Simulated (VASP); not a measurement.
Si2Ge2Ir:

```xyz
5
Lattice="-1.9971 2.5975 4.0304 1.9971 -2.5975 4.0304 1.9971 2.5975 -4.0304" Properties=species:S:1:pos:R:3 pbc="T T T"
Si    1.9971    0.0000    2.3714
Si    0.0000    2.5975    1.6590
Ge    0.0000    1.1128    4.0304
Ge    1.9971    1.4848    0.0000
Ir    0.0000    0.0000    0.0000
```

The cell was generated, and may not be a known phase.

| Property | Result |
| --- | --- |
| Program | VASP 6.6.1 |
| Task | relaxation of cell and atoms |
| Functional | PBE |
| Potentials or basis | VASP PAW PBE potentials, release 64 (Si, Ge_d, Ir) |
| Cutoff | 500 eV |
| k mesh | 5 × 5 × 5 |
| Occupations | gaussian, width 0.2 eV |
| Spin | no spin polarisation |

At the start: pressure 7.1 GPa; volume 16.73 Å³/atom.

**Question.** How do energy, volume and symmetry change on relaxing?

**Answer.** Over 35 steps the energy falls by 497.1 meV/atom and the volume is 16.56 Å³/atom (-1.0 %); space group Immm (No. 71, to 0.1 Å) before and after.

Step by step:
| step | energy change (eV) | largest force (eV/Å) | pressure (GPa) | volume (Å³) |
| --- | --- | --- | --- | --- |
| 1 | 0.0000 | 2.2161 | 7.12 | 83.63 |
| 2 | -0.3093 | 0.4352 | -4.56 | 92.84 |
| 3 | -0.3500 | 0.4487 | -1.98 | 89.92 |
| 4 | -0.4404 | 0.4972 | -0.53 | 87.96 |
| 5 | -0.5391 | 0.8122 | 3.30 | 84.09 |
| 6 | -0.5841 | 0.7231 | 2.67 | 84.21 |
| 7 | -0.6532 | 0.5647 | 1.39 | 84.44 |
| 8 | -0.6545 | 0.5555 | 1.27 | 84.46 |
| 9 | -0.6935 | 0.3867 | 0.27 | 85.14 |
| 10 | -0.7750 | 0.5434 | -2.43 | 87.14 |
| 11 | -0.8119 | 0.9230 | -6.45 | 91.04 |
| 12 | -0.8159 | 0.8144 | -5.28 | 89.75 |
| 13 | -0.8367 | 0.8302 | -5.22 | 89.73 |
| 14 | -0.8977 | 0.8665 | -5.05 | 89.65 |
| 15 | -1.0106 | 0.9169 | -4.30 | 89.40 |
| 16 | -1.2796 | 1.1099 | -2.89 | 88.55 |
| 17 | -1.5424 | 1.6537 | 4.61 | 85.40 |
| 18 | -1.5703 | 1.3126 | 0.90 | 86.72 |
| 19 | -1.5823 | 1.2922 | 2.18 | 86.23 |
| 20 | -1.6721 | 1.7866 | 2.54 | 86.91 |
| 21 | -1.6474 | 2.6410 | 3.69 | 87.29 |
| 22 | -1.6813 | 2.0556 | 2.81 | 87.05 |
| 23 | -1.8467 | 1.8940 | -0.20 | 88.65 |
| 24 | -1.9086 | 1.6180 | -2.48 | 90.08 |
| 25 | -2.0363 | 1.3634 | -2.47 | 88.93 |
| 26 | -2.3058 | 0.6213 | -1.61 | 85.56 |
| 27 | -2.1820 | 1.2536 | 5.83 | 79.07 |
| 28 | -2.3764 | 0.5464 | 0.07 | 83.27 |
| 29 | -2.4562 | 0.4511 | 0.55 | 82.56 |
| 30 | -2.4601 | 0.4423 | 0.75 | 82.35 |
| 31 | -2.4767 | 0.2357 | -0.25 | 83.02 |
| 32 | -2.4801 | 0.1004 | -0.95 | 83.51 |
| 33 | -2.4843 | 0.1299 | 0.36 | 82.67 |
| 34 | -2.4844 | 0.1183 | 0.16 | 82.79 |
| 35 | -2.4855 | 0.0504 | -0.03 | 82.79 |

Final structure:
```
CELL_PARAMETERS angstrom
-1.46148 3.75912 3.76755
1.46148 -3.75912 3.76755
1.46148 3.75912 -3.76755
ATOMIC_POSITIONS crystal
Si 0.27226 0.77226 0.50000
Si 0.72774 0.22774 0.50000
Ge 0.69652 0.50000 0.19652
Ge 0.30348 0.50000 0.80348
Ir 0.00000 0.00000 0.00000
```

Caveat: the relaxation stopped at a loose force limit of 0.08 eV/Å, so its end isn't a converged minimum.
